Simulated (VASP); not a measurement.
Runs of VASP 6.6.1 on SiO2. The structure is that of space group P4_2/mnm (No. 136), or close to it. The cells are those of the table. 

```tsv
cell	gap on the mesh (eV)	pressure (GPa)	largest force (eV/Å)
a = 4.294, b = 4.294, c = 2.618 Å, 6 atoms	5.17	2.5	0.27
a = 4.168, b = 4.168, c = 2.779 Å, 6 atoms	(b)	-1.8	0.35
a = 4.472, b = 4.472, c = 2.414 Å, 6 atoms	5.17	14.1	1.20
a = 4.356, b = 4.356, c = 2.545 Å, 6 atoms	5.25	5.8	(c)
a = 4.563, b = 4.563, c = 2.319 Å, 6 atoms	4.86	22.6	1.68
a = 3.881, b = 3.881, c = 3.205 Å, 6 atoms	(a)	2.6	1.38
a = 4.104, b = 4.104, c = 2.867 Å, 6 atoms	4.61	-2.6	0.63
a = 3.986, b = 3.986, c = 3.038 Å, 6 atoms	4.29	-1.6	1.09
```

Alike in all rows: task single point; level PBE; potentials or basis VASP PAW PBE potentials, release 64 (Si, O); no spin polarisation; k mesh 6 × 6 × 10; cutoff (eV) 520; smearing gaussian 0.05 eV.

Task: Fill in the values left out.

Result: (a) 4.13; (b) 4.82; (c) 0.59.

Caveats: forces of over 1 eV/Å act on the atoms, so gaps and moduli don't describe the material at rest (some runs).

A k mesh can miss the band edges.
